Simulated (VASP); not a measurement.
## GaN: single point with PBE

GaN:

```
Ga N
1.0
     3.21843    0.00000    0.00000
    -1.60921    2.78724    0.00000
     0.00000    0.00000    5.24303
Ga N
2 2
Cartesian
  0.0375 1.8582 5.2385
  1.6467 0.9291 2.6170
  0.0000 1.8582 1.9707
  1.6092 0.9291 4.5922
```

This cell differs from its parent crystal: all Ga atoms moved +0.037 Å, as atom 1 along Cartesian [1 0 0].

```json
{
  "Program": "VASP 6.6.1",
  "Task": "single point",
  "Functional": "PBE",
  "Potentials or basis": "VASP PAW PBE potentials, release 64 (Ga_d, N)",
  "Cutoff": "520 eV",
  "k mesh": "12 × 12 × 6",
  "Occupations": "gaussian, width 0.05 eV",
  "Spin": "no spin polarisation"
}
```

The pressure is 0.2 GPa. The largest force is 0.439 eV/Å and the band gap on the k mesh is 1.69 eV.

Forces on the atoms (eV/Å):
```
Ga  -0.437  0.027  0.019
Ga  -0.437 -0.027  0.019
N    0.437  0.029 -0.019
N    0.437 -0.029 -0.019
```

Stress tensor (GPa, compression positive):
```
 0.37  0.00 -1.18
 0.00  0.20  0.00
-1.18  0.00  0.17
```

Levels at points of the mesh, in eV from the valence-band top:
```
           k point  band 16  band 17  band 18  band 19  band 20  band 21
(0.00, 0.00, 0.00)    -0.09    -0.02     0.00     1.69     4.03     8.99
(0.50, 0.00, 0.00)    -2.67    -2.15    -0.99     4.94     5.35     5.95
(0.00, 0.50, 0.00)    -2.66    -2.15    -0.98     4.94     5.34     5.94
(0.00, 0.00, 0.50)    -0.63    -0.45    -0.45     4.03     4.03     8.28
(0.50, 0.00, 0.50)    -1.91    -1.83    -1.82     4.23     4.33     7.48
(0.00, 0.50, 0.50)    -1.97    -1.79    -1.79     4.28     4.28     7.54
```

Wall time 3 min on 1 thread of Intel(R) Xeon(R) Platinum 8488C (Sapphire Rapids) (shared host), peak memory 0.34 GiB.

Caveat: the cell differs from its parent crystal (all Ga atoms moved +0.037 Å, as atom 1 along Cartesian [1 0 0]).
